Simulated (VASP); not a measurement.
A run of VASP 6.6.1:

INCAR

```
PREC = Accurate
ENCUT = 520
EDIFF = 1E-7
ISMEAR = 1
SIGMA = 0.05
LREAL = F
LASPH = T
NELM = 100
ALGO = Normal
ISIF = 2
LWAVE = F
LCHARG = T
GGA = RP
LELF = T
LVHAR = T
NBANDS = 18
```

File KPOINTS:

```
Automatic mesh
0
Gamma
  6 6 6
```

Contents of POSCAR:

```
ScAl3
1.0
    4.1353970456      0.0000000000      0.0000000000
    0.0000000000      4.1353970456      0.0000000000
    0.0000000000      0.0000000000      4.1353970456
Sc Al
1 3
Direct
    0.0000000000      0.0000000000      0.0000000000
    0.5000000000      0.0000000000      0.5000000000
    0.0000000000      0.5000000000      0.5000000000
    0.5000000000      0.5000000000      0.0000000000
```

Potentials or basis: VASP PAW PBE potentials, release 64 (Sc_sv, Al).

Command:

```sh
$ cat potpaw_PBE.64/Sc_sv/POTCAR potpaw_PBE.64/Al/POTCAR > POTCAR
$ mpirun -np 1 vasp_std > vasp.out
```

Hardware: 1 thread of Intel(R) Xeon(R) Platinum 8559C (Emerald Rapids), with other jobs on the host.

How long does it take, and how much memory?

Wall time 22 s on 1 thread of Intel(R) Xeon(R) Platinum 8559C (Emerald Rapids) (shared host), peak memory 0.18 GiB. Counts: scf iterations 14, k points 20.
